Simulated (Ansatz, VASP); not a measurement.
Two plane-wave programs on WS2

The input INCAR:

```
SYSTEM = WS2
PREC = Accurate
ENCUT = 520
EDIFF = 1E-7
ISMEAR = 0
SIGMA = 0.05
LREAL = .FALSE.
LASPH = .TRUE.
NELM = 60
ALGO = Normal
ISIF = 2
LWAVE = .FALSE.
LCHARG = .FALSE.
GGA = PS
NBANDS = 20
```

KPOINTS

```
Automatic mesh
0
G
  12 12 2
  0 0 0
```

File POSCAR:

```
WS2
1.0
    3.1835163552      0.0000000000      0.0000000000
   -1.5917581776      2.7570060369      0.0000000000
    0.0000000000      0.0000000000     16.9505778900
W S
1 2
Direct
    0.3251164394      0.6666666667      0.0000000000
    0.6902255216      0.3333333333      0.9079994900
    0.6902255216      0.3333333333      0.0920005100
```

Input for Ansatz:

```yaml
crystal:
  lattice:
    - [3.1835163552, 0.0, 0.0]
    - [-1.5917581776, 2.7570060369, 0.0]
    - [0.0, 0.0, 16.95057789]
  atoms:
    - { symbol: W, position: [0.3251164394, 0.6666666667, 0.0] }
    - { symbol: S, position: [0.6902255216, 0.3333333333, 0.90799949] }
    - { symbol: S, position: [0.6902255216, 0.3333333333, 0.09200051] }
basis:
  ecutwfc: 420
kpoints:
  mp_grid: { grid: [12, 12, 2] }
hamiltonian:
  xc: pbesol
scf:
  occupations: { method: gaussian, width: 0.05 }
output:
  forces: true
  stress: true
  eigenvalues: true
```

Change from the starting cell: mode 6 (348.2 1/cm) frozen in, largest displacement +0.075 Å.

Alike in both runs: task single point; functional PBEsol; k mesh 12 × 12 × 2; occupations gaussian, width 0.05 eV; no spin polarisation.

|  | VASP | Ansatz |
| --- | --- | --- |
| version | VASP 6.6.1 | Ansatz 0.2.0 |
| potentials or method | VASP PAW PBE potentials, release 64 (W_sv, S), cutoff 520 eV | scalar-relativistic, plane waves, PAW |
| valence electrons in the cell | 26 | 26 |

|  | VASP | Ansatz | Ansatz less VASP |
| --- | --- | --- | --- |
| gap on the k mesh at the Fermi level (eV) | 1.77 | 1.77 | -0.004 |
| least direct gap on the mesh (eV) | 1.77 | 1.77 | -0.004 |
| rms of the force components (eV/Å) | 0.869 | 0.868 | -0.0010 |

VASP's potentials were made for PBE, not for PBEsol. Atom by atom the forces differ by 0.010 eV/Å (rms over components).

Neither program's run includes spin-orbit coupling.
